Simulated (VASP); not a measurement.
A run of VASP 6.6.1 is set up as follows.

File INCAR:

```
ALGO = Normal
EDIFF = 1E-6
EDIFFG = -0.005
ENCUT = 600
GGA = PE
IBRION = 2
ISIF = 3
ISMEAR = -1
LASPH = T
LCHARG = F
LREAL = F
LWAVE = F
NELM = 60
NSW = 60
PREC = Accurate
SIGMA = 0.08
```

KPOINTS

```
k-points
0
Gamma
  12 12 7
```

POSCAR

```
CoSi
1.0
    3.2968204870      0.0000000000      0.0000000000
   -1.6484102435      2.8551302935      0.0000000000
    0.0000000000      0.0000000000      5.1100717549
Co Si
2 2
Direct
    0.0000000000      0.0000000000      0.0000000000
    0.0000000000      0.0000000000      0.5000000000
    0.3333333333      0.6666666667      0.2500000000
    0.6666666667      0.3333333333      0.7500000000
```

Potentials or basis: VASP PAW PBE potentials, release 64 (Co, Si).

The run is started by

```bash
$ cat potpaw_PBE.64/Co/POTCAR potpaw_PBE.64/Si/POTCAR > POTCAR
$ mpirun -np 1 vasp_std > vasp.out
```

**Question.** Predict the space group after relaxing (to 0.1 Å).

**Answer.** P6_3/mmc (No. 194).

**Question.** Estimate the relaxed volume.

**Answer.** 12.42 Å³/atom.

**Question.** What does it give for the relaxed cell?

**Answer.** a = 3.378 Å, b = 3.378 Å, c = 5.028 Å, α = 90.00°, β = 90.00°, γ = 120.00°.

**Question.** Estimate the band gap on the k mesh.

**Answer.** Zero (bands 13 and 14 overlap by 2.70 eV).

Step by step:
| step | energy change (eV) | largest force (eV/Å) | pressure (GPa) | volume (Å³) |
| --- | --- | --- | --- | --- |
| 1 | 0.0000 | 0.0000 | 5.40 | 48.10 |
| 2 | -0.0185 | 0.0000 | -4.78 | 50.97 |
| 3 | -0.0337 | 0.0000 | -1.01 | 49.79 |
| 4 | -0.0452 | 0.0000 | -0.42 | 49.72 |
| 5 | -0.0472 | 0.0000 | -0.08 | 49.67 |
| 6 | -0.0472 | 0.0000 | 0.09 | 49.67 |
| 7 | -0.0472 | 0.0000 | 0.02 | 49.67 |
| 8 | -0.0472 | 0.0000 | -0.05 | 49.67 |

Spin polarisation is off, so any magnetic state and its effect on volume and gap are missing.
